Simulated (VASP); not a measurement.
# CuF (P6_3/mmc) in VASP: a series of runs

Aim: see how the results for CuF move with the level of theory and the settings. Levels: PBE, r2SCAN, PBEsol, LDA. Tasks: single point, relaxation of cell and atoms.

Everything below comes from runs of VASP 6.6.1. Logs are shortened: lines on timing, memory, paths and dates and some standing lists are left out, and cuts for length are marked.

**1. The cell of the first run**

The structure is hexagonal, space group P6_3/mmc (No. 194). Conventional cell: a = 3.297 Å, b = 3.297 Å, c = 5.201 Å, α = 90.00°, β = 90.00°, γ = 120.00°. Within 3.0 Å of Cu (site symmetry -3m) lie 6 F at 2.30 Å and 2 Cu at 2.60 Å. Within 3.0 Å of F (site symmetry -6m2) lie 6 Cu at 2.30 Å.

**2. Single point, PBE**

File INCAR:

```
PREC = Accurate
ENCUT = 520
EDIFF = 1E-6
ISMEAR = -1
SIGMA = 0.02
LREAL = False
LASPH = True
NELM = 80
ALGO = Normal
ISIF = 2
LWAVE = False
LCHARG = True
GGA = PE
LELF = True
LVHAR = True
NBANDS = 26
```

File KPOINTS:

```
regular mesh
0
Gamma
  12 12 6
```

File POSCAR:

```
CuF
1.0
    3.2965367194      0.0000000000      0.0000000000
   -1.6482683597      2.8548845435      0.0000000000
    0.0000000000      0.0000000000      5.2008554323
Cu F
2 2
Direct
    0.0000000000      0.0000000000      0.0000000000
    0.0000000000      0.0000000000      0.5000000000
    0.3333333333      0.6666666667      0.2500000000
    0.6666666667      0.3333333333      0.7500000000
```

Potentials or basis: VASP PAW PBE potentials, release 64 (Cu, F).

Launch:

```bash
> cat potpaw_PBE.64/Cu/POTCAR potpaw_PBE.64/F/POTCAR > POTCAR
> mpirun -np 1 vasp_std > vasp.out
```

OUTCAR:

```text
PREC = Accurate
   ENCUT = 520
   EDIFF = 1E-6
   ISMEAR = -1
   LREAL = False
   LASPH = True
   NELM = 80
   ISIF = 2
   GGA = PE

 ion  position               nearest neighbor table
   1  0.000  0.000  0.000-   3 2.30   4 2.30   3 2.30   4 2.30   4 2.30   3 2.30   2 2.60   2 2.60

   2  0.000  0.000  0.500-   3 2.30   4 2.30   3 2.30   4 2.30   4 2.30   3 2.30   1 2.60   1 2.60

   3  0.333  0.667  0.250-   1 2.30   2 2.30   1 2.30   2 2.30   1 2.30   2 2.30
   4  0.667  0.333  0.750-   1 2.30   2 2.30   1 2.30   2 2.30   1 2.30   2 2.30

  LATTYP: Found a hexagonal cell.
 ALAT       =     3.2965367194
 C/A-ratio  =     1.5776725318

  Lattice vectors:

 A1 = (   3.2965367194,   0.0000000000,   0.0000000000)
 A2 = (  -1.6482683597,   2.8548845435,   0.0000000000)
 A3 = (   0.0000000000,   0.0000000000,   5.2008554323)

Analysis of symmetry for initial positions (statically):
=====================================================================
 Subroutine PRICEL returns:
 Original cell was already a primitive cell.

 Routine SETGRP: Setting up the symmetry group for a
 hexagonal supercell.

 Subroutine GETGRP returns: Found 24 space group operations
 (whereof 12 operations were pure point group operations)
 out of a pool of 24 trial point group operations.

The static configuration has the point symmetry D_3d.
 The point group associated with its full space group is D_6h.

Analysis of symmetry for dynamics (positions and initial velocities):
=====================================================================
 Subroutine PRICEL returns:
 Original cell was already a primitive cell.

 Routine SETGRP: Setting up the symmetry group for a
 hexagonal supercell.

 Subroutine GETGRP returns: Found 24 space group operations
 (whereof 12 operations were pure point group operations)
 out of a pool of 24 trial point group operations.

The dynamic configuration has the point symmetry D_3d.
 The point group associated with its full space group is D_6h.

 Subroutine INISYM returns: Found 24 space group operations
 (whereof 12 operations are pure point group operations),
 and found     1 'primitive' translations

----------------------------------------------------------------------------------------

                                     Primitive cell

  volume of cell :      48.9465

  direct lattice vectors                    reciprocal lattice vectors
     3.296536719  0.000000000  0.000000000     0.303348661  0.175138431  0.000000000
    -1.648268360  2.854884543  0.000000000     0.000000000  0.350276862  0.000000000
     0.000000000  0.000000000  5.200855432     0.000000000  0.000000000  0.192276062

  length of vectors
     3.296536719  3.296536719  5.200855432     0.350276862  0.350276862  0.192276062

  position of ions in fractional coordinates (direct lattice)
     0.000000000  0.000000000  0.000000000
     0.000000000  0.000000000  0.500000000
     0.333333333  0.666666667  0.250000000
     0.666666667  0.333333333  0.750000000

  ion indices of the primitive-cell ions
   primitive index   ion index
                 1           1
                 2           2
                 3           3
                 4           4

----------------------------------------------------------------------------------------

 KPOINTS: regular mesh

Automatic generation of k-mesh.
 Grid dimensions read from file:
 generate k-points for:   12   12    6

 Generating k-lattice:

  Cartesian coordinates                     Fractional coordinates (reciprocal lattice)
     0.025279055  0.014594869  0.000000000     0.083333333 -0.000000000  0.000000000
     0.000000000  0.029189739  0.000000000     0.000000000  0.083333333  0.000000000
     0.000000000  0.000000000  0.032046010     0.000000000  0.000000000  0.166666667

  Length of vectors
     0.029189739  0.029189739  0.032046010

  Shift w.r.t. Gamma in fractional coordinates (k-lattice)
     0.000000000  0.000000000  0.000000000

 Subroutine IBZKPT returns following result:
 ===========================================

 Found     76 irreducible k-points:

 Following reciprocal coordinates:
            Coordinates               Weight
  0.000000  0.000000  0.000000      1.000000
  0.083333  0.000000  0.000000      6.000000
  0.166667  0.000000  0.000000      6.000000
  0.250000  0.000000  0.000000      6.000000
  0.333333  0.000000  0.000000      6.000000
  0.416667  0.000000  0.000000      6.000000
[... 16 lines left out ...]
  0.250000  0.000000  0.166667     12.000000
  0.333333  0.000000  0.166667     12.000000
 [... further k-points ...]
   k-points           NKPTS =     76   k-points in BZ     NKDIM =     76   number of bands    NBANDS=     26
   number of dos      NEDOS =    301   number of ions     NIONS =      4
   total plane-waves  NPLWV =  31360
   dimension x,y,z NGX =    28 NGY =   28 NGZ =   40
   dimension x,y,z NGXF=    56 NGYF=   56 NGZF=   80
   ions per type =               2   2
   NGX,Y,Z   is equivalent  to a cutoff of  14.12, 14.12, 12.79 a.u.
   NGXF,Y,Z  is equivalent  to a cutoff of  28.24, 28.24, 25.57 a.u.
 SYSTEM =  unknown system
   PREC   = accura    normal or accurate (medium, high low for compatibility)
   ISTART =      0    job   : 0-new  1-cont  2-samecut
   ICHARG =      2    charge: 1-file 2-atom 10-const
   ISPIN  =      1    spin polarized calculation?
   LNONCOLLINEAR =      F non collinear calculations
   LSORBIT =      F    spin-orbit coupling
   LASPH  =      T    aspherical Exc in radial PAW
   ENCUT  =  520.0 eV  38.22 Ry    6.18 a.u.   6.13  6.13  9.67*2*pi/ulx,y,z
   NELM   =     80;   NELMIN=  2; NELMDL= -5     # of ELM steps
   EDIFF  = 0.1E-05   stopping-criterion for ELM
   LREAL  =      F    real-space projection
   EDIFFG = 0.1E-04   stopping-criterion for IOM
   NSW    =      0    number of steps for IOM
   IBRION =     -1    ionic relax: 0-MD 1-quasi-New 2-CG
   NFREE  =      0    steps in history (QN), initial steepest desc. (CG)
   ISIF   =      2    stress and relaxation
   ISYM   =      2    0-nonsym 1-usesym 2-fastsym
   POTIM  = 0.5000    time-step for ionic-motion
   TEBEG  =    0.0;   TEEND  =   0.0 temperature during run
   PSTRESS=    0.0 pullay stress
   NELECT =      36.0000    total number of electrons
   NUPDOWN=      -1.0000    fix difference up-down
   EMIN   =  10.00;   EMAX   =-10.00  energy-range for DOS
   EFERMI =   0.00;   METHOD = LEGACY
   ISMEAR =    -1;   SIGMA  =   0.02  broadening in eV -4-tet -1-fermi 0-gaus
   EFERMI_NEDOS =   21; number of points for ismear=-14 and -15
   IALGO  =     38    algorithm
   IMIX   =      4    mixing-type and parameters
     AMIX     =   0.40;   BMIX     =  1.00
     AMIX_MAG =   1.60;   BMIX_MAG =  1.00
  volume/ion in A,a.u.               =      12.24        82.58
  Fermi-wavevector in a.u.,A,eV,Ry     =   1.477753  2.792549 29.711785  2.183755
  Thomas-Fermi vector in A             =   2.592119
   LORBIT       =      0    0 simple, 1 ext, 2 COOP (PROOUT), +10 PAW based schemes
   GGA     = PE    functional components
   LHFCALC =     F    Hartree Fock is set to
   AEXX    =    0.0000 exact exchange contribution
   IVDW    =     0    specifies the selected vdW correction
   LEPSILON=     F    determine dielectric tensor
   LRPA    =     F    only Hartree local field effects (RPA)
 non-spin polarized calculation
  energy-cutoff  :      520.00
  volume of cell :       48.95
 maximum number of plane-waves:      1331
 NGX is ok and might be reduce to    28
   NGX = 13   NGY = 13   NGZ = 19

 number of electron      36.0000004 magnetization

 Free energy of the ion-electron system (eV)
  ---------------------------------------------------
  ext. energy  EPLUGINS =         0.00000000
  ---------------------------------------------------
  free energy    TOTEN  =       -14.23160885 eV

  energy without entropy =      -14.22528553  energy(sigma->0) =      -14.22844719

 E-fermi :   3.6627     XC(G=0): -10.7147

 val. band max:        3.6489333098   @ k =   0.4167   0.0833   0.1667
 cond. band min:       3.6731660369   @ k =   0.4167   0.0000   0.0000
 fundamental gap:      0.0242327271
 Fermi energy:         3.6626673862

 k-point     1 :       0.0000    0.0000    0.0000
  band No.  band energies     occupation
      1     -20.3990      2.00000
      2     -20.1026      2.00000
      3      -3.4586      2.00000
      4      -1.9159      2.00000
      5      -1.9159      2.00000
      6      -1.2324      2.00000
[... 18 lines left out ...]
     25      20.0077      0.00000
     26      20.0178      0.00000

 k-point     2 :       0.0833    0.0000    0.0000
  band No.  band energies     occupation
      1     -20.3840      2.00000
      2     -20.0992      2.00000
      3      -3.3959      2.00000
      4      -1.9621      2.00000
      5      -1.9176      2.00000
      6      -1.4894      2.00000
[... 18 lines left out ...]
     25      18.9656      0.00000
     26      19.3756      0.00000

 k-point     3 :       0.1667    0.0000    0.0000
  band No.  band energies     occupation
      1     -20.3411      2.00000
      2     -20.0900      2.00000
      3      -3.2173      2.00000
      4      -2.1063      2.00000
      5      -2.0101      2.00000
      6      -1.9214      2.00000
[... 18 lines left out ...]
     25      17.1103      0.00000
     26      18.2699      0.00000

 k-point     4 :       0.2500    0.0000    0.0000
  band No.  band energies     occupation
      1     -20.2798      2.00000
      2     -20.0789      2.00000
      3      -2.9515      2.00000
      4      -2.6049      2.00000
      5      -2.2327      2.00000
      6      -1.9241      2.00000
[... 18 lines left out ...]
     25      15.8930      0.00000
     26      17.2540      0.00000
[... 496 lines left out ...]
      1     -20.3246      2.00000
      2     -20.1071      2.00000
      3      -3.1578      2.00000
      4      -2.1447      2.00000
      5      -2.0286      2.00000
      6      -1.8882      2.00000
[... 18 lines left out ...]
     25      17.8207      0.00000
     26      17.9389      0.00000

 k-point    23 :       0.2500    0.0000    0.1667
  band No.  band energies     occupation
      1     -20.2666      2.00000
      2     -20.0925      2.00000
      3      -2.9728      2.00000
      4      -2.6311      2.00000
      5      -2.1626      2.00000
      6      -1.8979      2.00000
[... 18 lines left out ...]
     25      16.5368      0.00000
     26      17.0915      0.00000

 k-point    24 :       0.3333    0.0000    0.1667
  band No.  band energies     occupation
      1     -20.2043      2.00000
      2     -20.0816      2.00000
      3      -3.0889      2.00000
      4      -2.7564      2.00000
      5      -2.2347      2.00000
      6      -1.9019      2.00000
[... 18 lines left out ...]
     25      15.5945      0.00000
     26      16.3942      0.00000

 [... further k-points ...]
[... 5 lines left out ...]
  --------------------------------------------------------------------------------------
  -------------------------------------------------------------------------------------
  Total       -0.0210824     -0.0210824     -0.0169670      0.0000000      0.0000000      0.0000000
  in kB       -0.6900963     -0.6900963     -0.5553843      0.0000000      0.0000000      0.0000000
  external PRESSURE =      -0.6451923 kB  Pullay stress =       0.0000000 kB

 VOLUME and BASIS-vectors are now :
 -----------------------------------------------------------------------------
  energy-cutoff  :      520.00
  volume of cell :       48.95
      direct lattice vectors                 reciprocal lattice vectors
     3.296536719  0.000000000  0.000000000     0.303348661  0.175138431  0.000000000
    -1.648268360  2.854884543  0.000000000     0.000000000  0.350276862  0.000000000
     0.000000000  0.000000000  5.200855432     0.000000000  0.000000000  0.192276062

 POSITION                                       TOTAL-FORCE (eV/Angst)
 -----------------------------------------------------------------------------------
      0.00000      0.00000      0.00000        -0.000000      0.000000      0.000000
      0.00000      0.00000      2.60043        -0.000000      0.000000      0.000000
     -0.00000      1.90326      1.30021        -0.000000     -0.000000      0.000000
      1.64827      0.95163      3.90064         0.000000      0.000000     -0.000000
 -----------------------------------------------------------------------------------
    total drift:                                0.000000     -0.000000     -0.000000

  FREE ENERGIE OF THE ION-ELECTRON SYSTEM (eV)
  ---------------------------------------------------
  free  energy   TOTEN  =       -14.2316088506 eV

  energy  without entropy=      -14.2252855334  energy(sigma->0) =      -14.22844719
```

Run time: 65 s. Hardware: 1 thread of Intel Xeon Platinum 8488C (Sapphire Rapids), shared host; peak memory 0.22 GiB.

What came out:

```
Free energy            : -14.2316 eV
Pressure               : -0.1 GPa
Band gap on the k mesh : zero (bands 18 and 19 overlap by 0.26 eV)
```

Caveat: semilocal functionals underestimate gaps, and a narrow one can read as zero. With open d or f shells a metallic result of PBE can be an artefact of self-interaction; +U or a hybrid may open a gap.

**3. Single point, r2SCAN**

This run uses another cell than the first one, of 10.58 Å³/atom.

File POSCAR:

```
CuF
1.0
    2.7625361922      0.0000000000      0.0000000000
   -1.3812680961      2.3924265213      0.0000000000
    0.0000000000      0.0000000000      6.4019834707
Cu F
2 2
Direct
    0.0000000000      0.0000000000      0.0000000000
    0.0000000000      0.0000000000      0.5000000000
    0.3333333333      0.6666666667      0.2500000000
    0.6666666667      0.3333333333      0.7500000000
```

File INCAR.step1:

```
SYSTEM = CuF
PREC = Accurate
ENCUT = 520
ISMEAR = -1
SIGMA = 0.02
LREAL = .FALSE.
LASPH = .TRUE.
NELM = 80
NBANDS = 26
GGA = PE
ALGO = Normal
EDIFF = 1E-4
LWAVE = .TRUE.
LCHARG = .FALSE.
```

File INCAR.step2:

```
SYSTEM = CuF
PREC = Accurate
ENCUT = 520
EDIFF = 1E-7
ISMEAR = -1
SIGMA = 0.02
LREAL = .FALSE.
LASPH = .TRUE.
NELM = 80
ALGO = Normal
ISIF = 2
LWAVE = .FALSE.
LCHARG = .FALSE.
METAGGA = R2SCAN
LMIXTAU = .TRUE.
NBANDS = 26
ISTART = 1
```

File KPOINTS:

```
Automatic mesh
0
G
  12 12 4
  0 0 0
```

Potentials or basis: VASP PAW PBE potentials, release 64 (Cu, F).

Launch:

```bash
> cat potpaw_PBE.64/Cu/POTCAR potpaw_PBE.64/F/POTCAR > POTCAR
> cp INCAR.step1 INCAR
> mpirun -np 1 vasp_std > vasp.out
> cp INCAR.step2 INCAR
> mpirun -np 1 vasp_std > vasp.out
```

Wall time 2.6 min (1 thread of Intel Xeon Platinum 8488C (Sapphire Rapids), shared host); peak memory 0.2 GiB.

It converged, with:

```
Free energy            : -31.7996 eV
Pressure               : 0.1 GPa
Band gap on the k mesh : zero (bands 18 and 19 overlap by 0.40 eV)
```

Stress tensor (GPa, compression positive):
```
-0.03  0.00  0.00
 0.00 -0.03  0.00
 0.00  0.00  0.41
```

Levels at points of the mesh, in eV from the Fermi level:
| k point | band 15 | band 16 | band 17 | band 18 | band 19 | band 20 | band 21 | band 22 |
| --- | --- | --- | --- | --- | --- | --- | --- | --- |
| (0.00, 0.00, 0.00) | -0.66 | -0.66 | -0.51 | -0.39 | -0.39 | 3.62 | 5.93 | 13.60 |
| (0.50, 0.00, 0.00) | -0.39 | -0.33 | -0.15 | 0.01 | 4.25 | 5.91 | 6.46 | 6.89 |
| (0.00, 0.00, 0.50) | -0.56 | -0.56 | -0.56 | -0.56 | 0.93 | 0.93 | 9.23 | 9.23 |
| (0.50, 0.00, 0.50) | -0.45 | -0.45 | -0.37 | -0.37 | 4.67 | 4.67 | 7.23 | 7.23 |

Caveat: semilocal functionals underestimate gaps, and a narrow one can read as zero; the PAW data sets were made with another functional, which shifts forces and pressure a little.

**4. Single point, r2SCAN**

This run uses another cell than the first one, of 10.58 Å³/atom.

POSCAR is that of step 3.

File INCAR.step1:

```
PREC = Accurate
ENCUT = 520
ISMEAR = -1
SIGMA = 0.02
LREAL = False
LASPH = True
NELM = 100
NBANDS = 26
GGA = PE
ALGO = Normal
EDIFF = 1E-4
LWAVE = True
LCHARG = False
```

File INCAR.step2:

```
PREC = Accurate
ENCUT = 520
EDIFF = 1E-7
ISMEAR = -1
SIGMA = 0.02
LREAL = False
LASPH = True
NELM = 100
ALGO = Normal
ISIF = 2
LWAVE = False
LCHARG = False
METAGGA = R2SCAN
LMIXTAU = True
NBANDS = 26
ISTART = 1
```

File KPOINTS:

```
Automatic mesh
0
Gamma
  12 12 4
```

Launch:

```bash
> cat potpaw_PBE.64/Cu/POTCAR potpaw_PBE.64/F/POTCAR > POTCAR
> cp INCAR.step1 INCAR
> mpirun -np 1 vasp_std > vasp.out
> cp INCAR.step2 INCAR
> mpirun -np 1 vasp_std > vasp.out
```

Wall time 2.6 min (1 thread of Intel Xeon Platinum 8488C (Sapphire Rapids), shared host); peak memory 0.2 GiB.

Results (log left out):

```
Free energy            : -31.7996 eV
Pressure               : 0.1 GPa
Band gap on the k mesh : zero (bands 18 and 19 overlap by 0.40 eV)
```

Stress tensor (GPa, compression positive):
```
-0.03  0.00  0.00
 0.00 -0.03  0.00
 0.00  0.00  0.41
```

Levels at points of the mesh, in eV from the Fermi level:
| k point | band 14 | band 15 | band 16 | band 17 | band 18 | band 19 | band 20 | band 21 | band 22 | band 23 |
| --- | --- | --- | --- | --- | --- | --- | --- | --- | --- | --- |
| (0.00, 0.00, 0.00) | -1.17 | -0.66 | -0.66 | -0.51 | -0.39 | -0.39 | 3.62 | 5.93 | 13.60 | 14.78 |
| (0.50, 0.00, 0.00) | -0.44 | -0.39 | -0.33 | -0.15 | 0.01 | 4.25 | 5.91 | 6.46 | 6.89 | 11.78 |
| (0.00, 0.00, 0.50) | -1.22 | -0.56 | -0.56 | -0.56 | -0.56 | 0.93 | 0.93 | 9.23 | 9.23 | 19.90 |
| (0.50, 0.00, 0.50) | -0.53 | -0.45 | -0.45 | -0.37 | -0.37 | 4.67 | 4.67 | 7.23 | 7.23 | 12.63 |

Caveat: semilocal functionals underestimate gaps, and a narrow one can read as zero; the PAW data sets were made with another functional, which shifts forces and pressure a little. With open d or f shells a metallic result of r2SCAN can be an artefact of self-interaction; +U or a hybrid may open a gap.

**5. Relaxation of cell and atoms, PBE**

This run uses another cell than the first one, of 5.98 Å³/atom.

File INCAR:

```
SYSTEM = CuF
PREC = Accurate
ENCUT = 600
EDIFF = 1E-6
ISMEAR = -1
SIGMA = 0.02
LREAL = .FALSE.
LASPH = .TRUE.
NELM = 60
ALGO = Normal
ISIF = 3
LWAVE = .FALSE.
LCHARG = .FALSE.
GGA = PE
IBRION = 2
NSW = 80
EDIFFG = -0.005
```

File KPOINTS:

```
regular mesh
0
G
  12 12 6
  0 0 0
```

File POSCAR:

```
CuF
1.0
    2.5690143600      0.0000000000      0.0000000000
   -1.2845071800      2.2248316984      0.0000000000
    0.0000000000      0.0000000000      4.1874934068
Cu F
2 2
Direct
    0.0000000000      0.0000000000      0.0000000000
    0.0000000000      0.0000000000      0.5000000000
    0.3333333333      0.6666666667      0.2500000000
    0.6666666667      0.3333333333      0.7500000000
```

Launch:

```bash
> cat potpaw_PBE.64/Cu/POTCAR potpaw_PBE.64/F/POTCAR > POTCAR
> mpirun -np 1 vasp_std > vasp.out
```

Wall time 5.5 min (1 thread of Intel Xeon Platinum 8488C (Sapphire Rapids), shared host); peak memory 0.19 GiB.

The run converged. Its results:

- Free energy: -13.7122 eV
- Relaxed volume: 11.10 Å³/atom
- Relaxed cell: a = 3.141 Å, b = 3.141 Å, c = 5.198 Å, α = 90.00°, β = 90.00°, γ = 120.00°
- Space group after relaxing (to 0.1 Å): P6_3/mmc (No. 194)
- Pressure after relaxing: 0.0 GPa
- Band gap on the k mesh: zero (bands 18 and 19 overlap by 0.34 eV)

Final structure:
```
Cu F
1.0
     3.14102    0.00000    0.00000
    -1.57051    2.72020    0.00000
     0.00000    0.00000    5.19751
Cu F
2 2
Direct
  0.00000 0.00000 0.00000
  0.00000 0.00000 0.50000
  0.33333 0.66667 0.25000
  0.66667 0.33333 0.75000
```

Levels at points of the mesh, in eV from the Fermi level:
| k point | band 14 | band 15 | band 16 | band 17 | band 18 | band 19 | band 20 | band 21 | band 22 |
| --- | --- | --- | --- | --- | --- | --- | --- | --- | --- |
| (0.00, 0.00, 0.00) | -1.11 | -0.54 | -0.54 | -0.29 | -0.11 | -0.11 | 3.74 | 5.64 | 12.99 |
| (0.50, 0.00, 0.00) | -0.61 | -0.56 | -0.27 | -0.10 | 0.05 | 4.15 | 4.37 | 6.59 | 7.96 |
| (0.00, 0.00, 0.50) | -1.04 | -0.46 | -0.46 | -0.46 | -0.46 | 0.59 | 0.59 | 10.20 | 10.20 |
| (0.50, 0.00, 0.50) | -0.67 | -0.50 | -0.50 | -0.37 | -0.37 | 4.06 | 4.06 | 6.42 | 6.42 |

Caveat: the volume moved by over 15 % at a fixed basis, so the end points are rough; semilocal functionals underestimate gaps, and a narrow one can read as zero.

[end of part 1 of 2]

The gap in the log of VASP goes by the Fermi energy; the results here count the filled bands.